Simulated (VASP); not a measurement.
Al12Cl: single point with PBE

The system is Al12Cl, a slab with vacuum.

```
Al Cl
1.0
     5.71352    0.00000    0.00000
     0.00000    5.71352    0.00000
     0.00000    0.00000   19.67470
Al Cl
12 1
Direct
  0.25000 0.25000 0.20331
  0.25000 0.75000 0.20331
  0.75000 0.25000 0.20331
  0.75000 0.75000 0.20331
  0.00000 0.00000 0.30927
  0.00000 0.50000 0.30927
  0.50000 0.00000 0.30927
  0.50000 0.50000 0.30927
  0.25000 0.25000 0.41549
  0.25000 0.75000 0.41549
  0.75000 0.25000 0.41549
  0.75000 0.75000 0.41549
  0.25000 0.25000 0.52668
```

```yaml
Program: VASP 6.6.1
Task: single point
Functional: PBE
Potentials_or_basis: VASP PAW PBE potentials, release 64 (Al, Cl)
Cutoff: 520 eV
k_mesh: 5 × 5 × 1
Occupations: gaussian, width 0.1 eV
Spin: no spin polarisation
```

```
Largest force          : 0.210 eV/Å
Band gap on the k mesh : zero (an odd number of electrons rules out a gap without spin polarisation)
```

Forces in eV/Å, atoms in the order of the input:
```
Al   0.000  0.000  0.152
Al   0.000  0.000  0.077
Al   0.000  0.000  0.077
Al   0.000  0.000 -0.164
Al  -0.006 -0.006  0.070
Al  -0.006  0.006  0.070
Al   0.006 -0.006  0.070
Al   0.006  0.006  0.070
Al   0.000  0.000 -0.002
Al   0.000  0.000 -0.210
Al   0.000  0.000 -0.210
Al   0.000  0.000  0.047
Cl   0.000  0.000 -0.044
```

Levels at points of the mesh, in eV from the Fermi level:
| k point | band 18 | band 19 | band 20 | band 21 | band 22 | band 23 | band 24 | band 25 | band 26 | band 27 |
| --- | --- | --- | --- | --- | --- | --- | --- | --- | --- | --- |
| (0.00, 0.00, 0.00) | -1.49 | -0.80 | -0.69 | -0.36 | -0.06 | 0.03 | 0.03 | 0.23 | 0.23 | 1.57 |

Wall time 4.8 min on 1 thread of Intel(R) Xeon(R) 6975P-C (Granite Rapids) (shared host), peak memory 0.57 GiB.

Caveat: an odd number of electrons without spin polarisation forces a metal; a magnetic or distorted state may lie lower.
